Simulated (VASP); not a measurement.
Set up this calculation in VASP 6.6.1, as the native input.

| Item | Value |
| --- | --- |
| Task | single point |
| Functional | PBE |
| Potentials or basis | VASP PAW PBE potentials, release 64 (Si, Be) |
| Cutoff | 520 eV |
| k mesh | 9 × 9 × 9 |
| Occupations | fermi-dirac, width 0.05 eV |
| Spin | no spin polarisation |
| Dipole correction | no |
| Further INCAR settings | ALGO = Normal; EDIFF = 1e-06; NBANDS = 11 |

The structure of Be2Si lies in POSCAR:

```
Be2Si
1.0
    0.0000000000      2.6222813453      2.6222813453
    2.6222813453      0.0000000000      2.6222813453
    2.6222813453      2.6222813453      0.0000000000
Si Be
1 2
Direct
    0.0000000000      0.0000000000      0.0000000000
    0.2500000000      0.2500000000      0.2500000000
    0.7500000000      0.7500000000      0.7500000000
```

These files were run (other wordings do the same):

INCAR

```
  ALGO = Normal
  EDIFF = 1E-6
  ENCUT = 520
  GGA = PE
  ISIF = 2
  ISMEAR = -1
  LASPH = True
  LCHARG = False
  LREAL = False
  LWAVE = False
  NBANDS = 11
  NELM = 80
  PREC = Accurate
  SIGMA = 0.05
```

KPOINTS

```
k-points
0
Gamma
  9 9 9
```

Potentials or basis: VASP PAW PBE potentials, release 64 (Si, Be).

Run with:

```console
$ cat potpaw_PBE.64/Si/POTCAR potpaw_PBE.64/Be/POTCAR > POTCAR
$ mpirun -np 1 vasp_std > vasp.out
```

It gave:

The pressure is 2.3 GPa. The band gap on the k mesh is zero (bands 4 and 5 overlap by 0.56 eV).

It took 21 s on 1 thread of Intel Xeon 8259CL (shared host), peak memory 0.15 GiB.
